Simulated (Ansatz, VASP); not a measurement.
Eu in VASP and in Ansatz

```xyz
1
Lattice="-2.3030 2.3030 2.3030 2.3030 -2.3030 2.3030 2.3030 2.3030 -2.3030" Properties=species:S:1:pos:R:3 pbc="T T T"
Eu    0.0000    0.0000    0.0000
```

Alike in both runs: task single point; functional PBEsol; k mesh 7 × 7 × 7; occupations fermi-dirac, width 0.05 eV; collinear spin; fixed moment 1.8 μB.

|  | VASP | Ansatz |
| --- | --- | --- |
| version | VASP 6.6.1 | Ansatz 0.2.0 |
| potentials or method | VASP PAW PBE potentials, release 64 (Eu) | Ansatz PAW |
| plane-wave cutoff (eV) | 520 | 420 |
| valence electrons in the cell | 17 | 17 |

Ansatz gave:

- pressure (GPa): -4.4
- net moment per atom (μB): 1.80
- size of the moment on the site where the two differ most (μB): 2.94

Question: Which values does VASP return?

Answer: Pressure (GPa): -4.8; net moment per atom (μB): 1.80; size of the moment on the site where the two differ most (μB): 3.35.

VASP's potentials were made for PBE, not for PBEsol. Site moments also hang on the region over which each program counts them.

Spin-orbit coupling is off throughout.
